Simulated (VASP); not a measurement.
Write the native input for VASP 6.6.1 that does the following.

```
Task                   : single point
Functional             : PBE
Potentials or basis    : VASP PAW PBE potentials, release 64 (Hg, Te)
Cutoff                 : 520 eV
k mesh                 : 14 × 14 × 14
Occupations            : gaussian, width 0.15 eV
Spin                   : no spin polarisation
Dipole correction      : no
Further INCAR settings : ALGO = Normal; EDIFF = 1e-06; NBANDS = 16
```

The structure of HgTe lies in POSCAR:

```
HgTe
1.0
    0.0000000000      3.2235000000      3.2718525000
    3.2235000000      0.0000000000      3.2718525000
    3.2235000000      3.2235000000      0.0000000000
Hg Te
1 1
Direct
    0.0000000000      0.0000000000      0.0000000000
    0.7500000000      0.7500000000      0.7500000000
```

This cell differs from its parent crystal: strain +0.000 along x and y, +0.015 along z.

These files were run (other wordings do the same):

INCAR

```
SYSTEM = HgTe
ALGO = Normal
EDIFF = 1E-6
ENCUT = 520
GGA = PE
ISIF = 2
ISMEAR = 0
LASPH = .TRUE.
LCHARG = .FALSE.
LREAL = .FALSE.
LWAVE = .FALSE.
NBANDS = 16
NELM = 80
PREC = Accurate
SIGMA = 0.15
```

KPOINTS

```
k-points
0
G
  14 14 14
  0 0 0
```

Potentials or basis: VASP PAW PBE potentials, release 64 (Hg, Te).

Run with:

```sh
$ cat potpaw_PBE.64/Hg/POTCAR potpaw_PBE.64/Te/POTCAR > POTCAR
$ mpirun -np 1 vasp_std > vasp.out
```

Results of the run:

```yaml
Pressure: 3.3 GPa
Band_gap_on_the_k_mesh: zero (filled and empty bands touch)
```

Caveat: the cell differs from its parent crystal (strain +0.000 along x and y, +0.015 along z); spin-orbit coupling is left out, which moves the levels of the heavy elements.

It took 2.1 min on 1 thread of Intel(R) Xeon(R) 6975P-C (Granite Rapids), with other jobs on the host, peak memory 0.41 GiB.
